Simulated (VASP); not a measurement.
A run of VASP 6.6.1 is set up as follows.

INCAR

```
PREC = Accurate
ENCUT = 520
EDIFF = 1E-6
ISMEAR = -1
SIGMA = 0.05
LREAL = False
LASPH = True
NELM = 100
ALGO = Normal
ISIF = 2
LWAVE = False
LCHARG = False
GGA = PS
NBANDS = 12
```

KPOINTS

```
Automatic mesh
0
Gamma
  16 16 16
```

POSCAR

```
Nb
1.0
    0.0000000000      1.7087440979      1.7087440979
    1.7087440979      0.0000000000      1.7087440979
    1.7087440979      1.7087440979      0.0000000000
Nb
1
Direct
    0.0000000000      0.0000000000      0.0000000000
```

Potentials or basis: VASP PAW PBE potentials, release 64 (Nb_sv).

Launch:

```bash
$ cat potpaw_PBE.64/Nb_sv/POTCAR > POTCAR
$ mpirun -np 1 vasp_std > vasp.out
```

Question: What does it give for the pressure?

Answer: 287.9 GPa.

Caveat: the PAW data sets were made with another functional, which shifts forces and pressure a little.
